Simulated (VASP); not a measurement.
Runs of VASP 6.6.1 on S. The structure is that of space group Fm-3m (No. 225), or close to it. The cells are those of the table. This isn't the form of S at room conditions, which is orthorhombic, of S8 rings.

```tsv
task	cell	k mesh	gap on the mesh (eV)	pressure (GPa)
single point	a = 2.837 Å, angles 60.0°, 1 atom	10 × 10 × 10	none	(a)
single point	a = 2.799 Å, angles 60.0°, 1 atom	10 × 10 × 10	none	1.0
relaxation of cell and atoms	relaxed from a = 2.970 Å, angles 60.0°, 1 atom	9 × 9 × 9	none	0.0
single point	a = 2.818 Å, angles 60.0°, 1 atom	10 × 10 × 10	none	-0.7
single point	a = 2.818 Å, angles 60.0°, 1 atom	9 × 9 × 9	none	-0.2
```

Alike in all rows: level PBE; potentials or basis VASP PAW PBE potentials, release 64 (S); no spin polarisation; cutoff (eV) 500; smearing gaussian 0.05 eV.

Task: Estimate the missing entries.

Result: (a) -2.2.

A gap of «none» marks levels without a gap at the run's occupations.
